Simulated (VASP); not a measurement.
NaCl, 2 atoms in the cell. It takes space group P4/mmm (No. 123, tetragonal). The conventional cell has a = 3.590 Å, b = 3.590 Å, c = 3.327 Å, α = 90.00°, β = 90.00°, γ = 90.00°. Within 4.0 Å of Na (site symmetry 4/mmm) lie 8 Cl at 3.03 Å and 6 Na at 3.33 to 3.59 Å. Cl (site symmetry 4/mmm) has 8 Na at 3.03 Å and 6 Cl at 3.33 to 3.59 Å within 4.0 Å.  This cell differs from its parent crystal: strain +0.025 along x and y, -0.050 along z.

| Quantity | Value |
| --- | --- |
| Program | VASP 6.6.1 |
| Task | single point |
| Functional | PBE |
| Potentials or basis | VASP PAW PBE potentials, release 64 (Na_pv, Cl) |
| Cutoff | 520 eV |
| k mesh | 6 × 6 × 6 |
| Occupations | gaussian, width 0.05 eV |
| Spin | no spin polarisation |
| Dipole correction | no |
| Further INCAR settings | ALGO = Normal; EDIFF = 1e-06; NBANDS = 14 |

Potentials or basis: VASP PAW PBE potentials, release 64 (Na_pv, Cl).

The run is started by

```console
$ cat potpaw_PBE.64/Na_pv/POTCAR potpaw_PBE.64/Cl/POTCAR > POTCAR
$ mpirun -np 1 vasp_std > vasp.out
```

Hardware: 1 thread of Intel(R) Xeon(R) 6975P-C (Granite Rapids) (shared host).

Problem. How long does it take, and how much memory?

Solution. Wall time 9.6 s on 1 thread of Intel(R) Xeon(R) 6975P-C (Granite Rapids) (shared host), peak memory 0.16 GiB. Counts: scf iterations 12, k points 40.
